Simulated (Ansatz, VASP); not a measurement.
## Al: VASP beside Ansatz

INCAR

```
SYSTEM = Al
  PREC = Accurate
  ENCUT = 520
  EDIFF = 1E-6
  ISMEAR = 0
  SIGMA = 0.15
  LREAL = .False.
  LASPH = .True.
  NELM = 100
  ALGO = Normal
  ISIF = 2
  LWAVE = .False.
  LCHARG = .False.
  GGA = PE
  IVDW = 12
  NBANDS = 14
```

Contents of KPOINTS:

```
regular mesh
0
Gamma
  18 18 4
  0 0 0
```

The input POSCAR:

```
Al
1.0
    2.6174000000      0.0000000000      0.0000000000
   -1.3087000000      2.2667348919      0.0000000000
    0.0000000000      0.0000000000     11.2371000000
Al
4
Direct
    0.0000000000      0.0000000000      0.0000000000
    0.3333333333      0.6666666667      0.2500000000
    0.0000000000      0.0000000000      0.5000000000
    0.6666666667      0.3333333333      0.7500000000
```

Input for Ansatz:

```yaml
crystal:
  lattice:
    - [2.6174, 0.0, 0.0]
    - [-1.3087, 2.2667348919, 0.0]
    - [0.0, 0.0, 11.2371]
  atoms:
    - { symbol: Al, position: [0.0, 0.0, 0.0] }
    - { symbol: Al, position: [0.3333333333, 0.6666666667, 0.25] }
    - { symbol: Al, position: [0.0, 0.0, 0.5] }
    - { symbol: Al, position: [0.6666666667, 0.3333333333, 0.75] }
basis:
  ecutwfc: 420
kpoints:
  mp_grid: { grid: [18, 18, 4] }
hamiltonian:
  xc: pbe
  pseudopotentials: { kind: paw, azcp: { folder: soft_1 } }
  dispersion: d3bj
scf:
  occupations: { method: gaussian, width: 0.15 }
output:
  forces: true
  stress: true
  eigenvalues: true
```

Alike in both runs: task single point; functional PBE; dispersion D3(BJ); k mesh 18 × 18 × 4; occupations gaussian, width 0.15 eV; no spin polarisation.

|  | VASP | Ansatz |
| --- | --- | --- |
| version | VASP 6.6.1 | Ansatz 0.2.0 |
| potentials or method | VASP PAW PBE potentials, release 64 (Al), cutoff 520 eV | scalar-relativistic, plane waves, PAW |
| valence electrons in the cell | 12 | 12 |

|  | VASP | Ansatz | Ansatz less VASP |
| --- | --- | --- | --- |
| gap on the k mesh at the Fermi level (eV) | none | none | - |
| pressure (GPa) | 4.2 | 4.1 | -0.01 |
| traceless stress, the component that is largest in VASP (GPa) | -15.26 | -15.24 | +0.014 |

A gap of «none» marks a metal or a gap that the smearing closes.
